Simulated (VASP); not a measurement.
The system is Te2Mo, a slab with vacuum.

```
CELL_PARAMETERS angstrom
3.50382 0.00000 0.00000
-1.75191 3.03440 0.00000
0.00000 0.00000 33.27028
ATOMIC_POSITIONS crystal
Te 0.33333 0.66667 0.44539
Te 0.33333 0.66667 0.55461
Mo 0.66667 0.33333 0.50000
```

Base run:

| Property | Result |
| --- | --- |
| Program | VASP 6.6.1 |
| Functional | PBE |
| Potentials or basis | VASP PAW PBE potentials, release 64 (Te, Mo_sv) |
| Cutoff | 520 eV |
| k mesh | 9 × 9 × 1 |
| Occupations | gaussian, width 0.02 eV |
| Spin | no spin polarisation |

Its results: band gap on the k mesh 1.19 eV, direct; largest force 0.152 eV/Å.

The run is repeated on the same cell with these changes: functional from PBE to r2SCAN. What comes out?

Band gap on the k mesh 1.27 eV, direct; largest force 0.072 eV/Å.

Caveats: spin-orbit coupling is left out, which moves the levels of the heavy elements; the PAW data sets were made with another functional, which shifts forces and pressure a little (some runs).

A k mesh can miss the band edges.
